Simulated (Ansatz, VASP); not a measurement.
## MgO: VASP beside Ansatz

```
CELL_PARAMETERS angstrom
3.20554 0.00000 0.11518
-1.60277 2.90975 -0.05759
0.17350 0.00000 5.19426
ATOMIC_POSITIONS crystal
Mg 0.34044 0.67634 0.99822
Mg 0.66411 0.32366 0.49822
O 0.32893 0.66240 0.40638
O 0.66652 0.33760 0.90638
```

Alike in both runs: task single point; functional PBE; k mesh 9 × 9 × 6; occupations gaussian, width 0.02 eV; no spin polarisation.

|  | VASP | Ansatz |
| --- | --- | --- |
| version | VASP 6.6.1 | Ansatz 0.2.0 |
| potentials or method | VASP PAW PBE potentials, release 64 (Mg, O), cutoff 520 eV | scalar-relativistic, plane waves, PAW |
| valence electrons in the cell | 16 | 32 |

```csv
,VASP,Ansatz,Ansatz less VASP
gap on the k mesh at the Fermi level (eV),3.26,3.28,+0.019
least direct gap on the mesh (eV),3.26,3.28,+0.019
pressure (GPa),1.4,1.8,+0.38
"traceless stress, the component that is largest in VASP (GPa)",7.35,7.26,-0.089
rms of the force components (eV/Å),0.482,0.476,-0.0060
```

Atom by atom the forces differ by 0.006 eV/Å (rms over components). The functional is the same, so the differences come from potentials, cutoffs and numerics. VASP's potentials hold 16 valence electrons a cell and Ansatz's 32, so a difference there can come from the potentials and not from the codes.
